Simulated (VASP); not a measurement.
Ga2O3, 10 atoms in the cell. Symmetry: C2/m, No. 12, monoclinic system. Conventional cell: a = 12.049 Å, b = 2.996 Å, c = 5.720 Å, α = 90.00°, β = 103.83°, γ = 90.00°. Ga (site symmetry m) has 4 O at 1.82 to 1.84 Å within 2.4 Å. Within 2.5 Å of Ga (site symmetry m) lie 6 O at 1.91 to 2.03 Å. Within 2.4 Å of O (site symmetry m) lie 3 Ga at 1.82 to 1.93 Å. Within 2.4 Å of O (site symmetry m) lie 4 Ga at 1.84 to 2.03 Å. O (site symmetry m) has 3 Ga at 1.83 to 1.91 Å within 2.4 Å. 

* Program: VASP 6.6.1
* Task: single point
* Functional: PBE
* Potentials or basis: VASP PAW PBE potentials, release 64 (Ga_d, O)
* Cutoff: 520 eV
* k mesh: 10 × 10 × 6
* Occupations: fermi-dirac, width 0.02 eV
* Spin: no spin polarisation
* Dipole correction: no
* Further INCAR settings: ALGO = Normal; EDIFF = 1e-06; NBANDS = 55

Potentials or basis: VASP PAW PBE potentials, release 64 (Ga_d, O).

Run with:

```sh
$ cat potpaw_PBE.64/Ga_d/POTCAR potpaw_PBE.64/O/POTCAR > POTCAR
$ mpirun -np 1 vasp_std > vasp.out
```

Hardware: 1 thread of Oxide Virtual Turin-like Processor (shared host).

Problem. Estimate the wall time of this run.

Solution. Run time: 28 min on 1 thread of Oxide Virtual Turin-like Processor (shared host), peak memory 0.76 GiB. Counts: scf iterations 15, k points 172.
